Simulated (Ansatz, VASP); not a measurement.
SnO2: VASP beside Ansatz

Contents of INCAR:

```
SYSTEM = SnO2
PREC     = Accurate       ! precision mode
ENCUT    = 520            ! plane-wave cutoff, eV
EDIFF    = 1E-7           ! SCF threshold, eV
ISMEAR   = 0              ! smearing method
SIGMA    = 0.02           ! smearing width, eV
LREAL    = .FALSE.        ! projectors in reciprocal space
LASPH    = .TRUE.         ! aspherical terms in the spheres
NELM     = 100            ! most SCF steps
ALGO     = Normal         ! electronic algorithm
ISIF     = 2              ! what is computed and relaxed
LWAVE    = .FALSE.        ! write WAVECAR
LCHARG   = .FALSE.        ! write CHGCAR
GGA      = PE             ! functional
NBANDS   = 35             ! bands
```

Contents of KPOINTS:

```
regular mesh
0
G
  6 6 8
  0 0 0
```

File POSCAR:

```
SnO2
1.0
    4.8271903476      0.0000000000      0.0000000000
    0.0000000000      4.8271903476      0.0000000000
    0.0000000000      0.0000000000      3.2381522477
Sn O
2 4
Direct
    0.5000000000      0.5000000000      0.5000000000
    0.0000000000      0.0000000000      0.0000000000
    0.1934234767      0.8065765233      0.5000000000
    0.8065765233      0.1934234767      0.5000000000
    0.3065765233      0.3065765233      0.0000000000
    0.6934234767      0.6934234767      0.0000000000
```

Input for Ansatz:

```yaml
crystal:
  lattice:
    - [4.8271903507, 0.0, 0.0]
    - [0.0, 4.8271903507, 0.0]
    - [0.0, 0.0, 3.2381522498]
  atoms:
    - { symbol: Sn, position: [0.5, 0.5, 0.5] }
    - { symbol: Sn, position: [0.0, 0.0, 0.0] }
    - { symbol: O, position: [0.1934234765, 0.8065765235, 0.5] }
    - { symbol: O, position: [0.8065765235, 0.1934234765, 0.5] }
    - { symbol: O, position: [0.3065765235, 0.3065765235, 0.0] }
    - { symbol: O, position: [0.6934234765, 0.6934234765, 0.0] }
basis:
  ecutwfc: 420
kpoints:
  mp_grid: { grid: [6, 6, 8] }
  band_path: { path: [VBM, CBM], npoints: 2 }
hamiltonian:
  xc: pbe
scf:
  occupations: { method: gaussian, width: 0.02 }
output:
  forces: true
  stress: true
  eigenvalues: true
checkpoint:
  read: start.run
  write: ck
  compress: false
  write_wavefunctions: false
  write_every: 100000
```

Alike in both runs: task single point; functional PBE; k mesh 6 × 6 × 8; occupations gaussian, width 0.02 eV; no spin polarisation.

|  | VASP | Ansatz |
| --- | --- | --- |
| version | VASP 6.6.1 | Ansatz 0.2.0 |
| potentials or method | VASP PAW PBE potentials, release 64 (Sn_d, O), cutoff 520 eV | scalar-relativistic, plane waves, PAW |
| valence electrons in the cell | 52 | 52 |

```csv
,VASP,Ansatz,Ansatz less VASP
gap on the k mesh at the Fermi level (eV),0.67,0.68,+0.012
least direct gap on the mesh (eV),0.67,0.68,+0.012
pressure (GPa),0.6,0.0,-0.60
"traceless stress, the component that is largest in VASP (GPa)",0.19,-0.01,-0.199
rms of the force components (eV/Å),0.008,0.000,-0.0078
```

Atom by atom the forces differ by 0.008 eV/Å (rms over components). The functional is the same, so the differences come from potentials, cutoffs and numerics.
